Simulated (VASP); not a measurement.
Set up this calculation in VASP 6.6.1, as the native input.

| Quantity | Value |
| --- | --- |
| Task | single point |
| Functional | PBE |
| Potentials or basis | VASP PAW PBE potentials, release 64 (Ni, O) |
| Cutoff | 520 eV |
| k mesh | 10 × 10 × 10 |
| Occupations | gaussian, width 0.05 eV |
| Spin | collinear spin, antiferromagnetic start |
| Starting moments | [1.51, -1.51, 0.0, 0.0] μB |
| Dipole correction | no |
| Further INCAR settings | ALGO = Normal; EDIFF = 1e-07; NBANDS = 28 |

The structure of NiO lies in POSCAR:

```
NiO
1.0
   -2.0823278960     -2.0823278960      4.1830567625
   -4.1830567625     -2.0823278960      2.0823278960
   -2.0823278960     -4.1830567625      2.0823278960
Ni O
2 2
Direct
    0.0000000000      0.0000000000      0.0000000000
    0.5000000000      0.5000000000      0.5000000000
    1.2500000861     -0.7499999139     -0.7499999139
    1.7499999139     -0.2500000861     -0.2500000861
```

One way to write it, as run:

INCAR

```
  PREC = Accurate
  ENCUT = 520
  EDIFF = 1E-7
  ISMEAR = 0
  SIGMA = 0.05
  LREAL = False
  LASPH = True
  NELM = 150
  ALGO = Normal
  ISIF = 2
  LWAVE = False
  LCHARG = True
  ISPIN = 2
  MAGMOM = 1.51 -1.51 0 0
  LORBIT = 11
  LMAXMIX = 4
  GGA = PE
  LELF = True
  LVHAR = True
  NBANDS = 28
```

KPOINTS

```
regular mesh
0
Gamma
  10 10 10
```

Potentials or basis: VASP PAW PBE potentials, release 64 (Ni, O).

Command:

```sh
$ cat potpaw_PBE.64/Ni/POTCAR potpaw_PBE.64/O/POTCAR > POTCAR
$ mpirun -np 1 vasp_std > vasp.out
```

It gave:

* Pressure: -0.1 GPa
* Band gap on the k mesh: 0.93 eV
* Net moment: 0.00 μB per cell
* Site moments: Ni +1.35, -1.35; O +0.00 μB
* Valence electrons inside the program's atomic spheres: Ni 8.98; O 4.97

Wall time 11 min on 1 thread of Oxide Virtual Turin-like Processor, on a shared host, peak memory 0.37 GiB.
